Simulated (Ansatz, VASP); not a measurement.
**Zr in VASP and in Ansatz**

INCAR

```
PREC     = Accurate       # precision mode
ENCUT    = 520            # plane-wave cutoff, eV
EDIFF    = 1E-6           # SCF threshold, eV
ISMEAR   = -1             # smearing method
SIGMA    = 0.1            # smearing width, eV
LREAL    = F              # projectors in reciprocal space
LASPH    = T              # aspherical terms in the spheres
NELM     = 80             # most SCF steps
ALGO     = Normal         # electronic algorithm
ISIF     = 2              # what is computed and relaxed
LWAVE    = F              # write WAVECAR
LCHARG   = F              # write CHGCAR
GGA      = PS             # functional
NBANDS   = 12             # bands
```

File KPOINTS:

```
regular mesh
0
Gamma
  12 12 12
```

The input POSCAR:

```
Zr
1.0
    2.7857694345      0.0000000000      0.0000000000
    0.0000000000      2.7857694345      0.0000000000
    0.0000000000      0.0000000000      2.7857694345
Zr
1
Direct
    0.0000000000      0.0000000000      0.0000000000
```

Input for Ansatz:

```yaml
crystal:
  lattice:
    - [2.7857694345, 0.0, 0.0]
    - [0.0, 2.7857694345, 0.0]
    - [0.0, 0.0, 2.7857694345]
  atoms:
    - { symbol: Zr, position: [0.0, 0.0, 0.0] }
hamiltonian:
  xc: pbesol
  pseudopotentials:
    kind: paw
    azcp:
      Zr: "pseudopotentials/Zr.paw.azcp"
basis:
  ecutwfc: 420
  fft_grid_basis: typed
kpoints:
  mp_grid: { grid: [12, 12, 12], shift: [0, 0, 0] }
magnetization:
  spin_polarized: false
scf:
  occupations: { method: fermi_dirac, width: 0.1 }
  lower_state_search: "off"
output:
  stress: true
  write_density: true
  write_potential: true
  elf: true
  volumetric_format: npy
```

Alike in both runs: task single point; functional PBEsol; k mesh 12 × 12 × 12; occupations fermi-dirac, width 0.1 eV; no spin polarisation.

```csv
,VASP,Ansatz
version,VASP 6.6.1,Ansatz 0.2.0
potentials or method,"VASP PAW PBE potentials, release 64 (Zr_sv), cutoff 520 eV","plane waves (420 eV) with PAW, scalar-relativistic"
valence electrons in the cell,12,12
```

```tsv
	VASP	Ansatz	Ansatz less VASP
pressure (GPa)	7.4	7.2	-0.17
```

VASP's potentials were made for PBE, not for PBEsol, and Ansatz warns of the same on its side. With one functional, cell and mesh, what is left measures potentials, basis and numerics.
